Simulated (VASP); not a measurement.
Here is a VASP 6.6.1 calculation.

The input INCAR:

```
PREC = Accurate
ENCUT = 520
EDIFF = 1E-6
ISMEAR = 0
SIGMA = 0.05
LREAL = False
LASPH = True
NELM = 60
ALGO = Normal
ISIF = 2
LWAVE = False
LCHARG = False
LDIPOL = True
IDIPOL = 3
DIPOL = 0.5 0.5 0.500
GGA = PE
NBANDS = 26
```

The input KPOINTS:

```
Automatic mesh
0
Gamma
  9 9 1
```

POSCAR

```
AlP
1.0
    3.8938964361      0.0000000000      0.0000000000
   -1.9469482181      3.3722132334      0.0000000000
    0.0000000000      0.0000000000     25.3328976613
P Al
4 4
Direct
    0.0000000000      0.0000000000      0.2997502916
    0.3333333333      0.6666666667      0.4229504700
    0.6666666667      0.3333333333      0.5483989369
    0.0000000000      0.0000000000      0.6750147570
    0.3333333333      0.6666666667      0.3247077434
    0.6666666667      0.3333333333      0.4513368260
    0.0000000000      0.0000000000      0.5772076315
    0.3333333333      0.6666666667      0.7006333438
```

Potentials or basis: VASP PAW PBE potentials, release 64 (P, Al).

The run is started by

```sh
$ cat potpaw_PBE.64/P/POTCAR potpaw_PBE.64/Al/POTCAR > POTCAR
$ mpirun -np 1 vasp_std > vasp.out
```

Problem. Estimate the band gap on the k mesh.

Solution. Zero (filled and empty bands touch).

Problem. Predict the largest force.

Solution. 0.012 eV/Å.

Forces in eV/Å, atoms in the order of the input:
```
P    0.000  0.000  0.004
P    0.000  0.000  0.006
P    0.000  0.000  0.004
P    0.000  0.000  0.009
Al   0.000  0.000 -0.006
Al   0.000  0.000  0.002
Al   0.000  0.000 -0.007
Al   0.000  0.000 -0.012
```
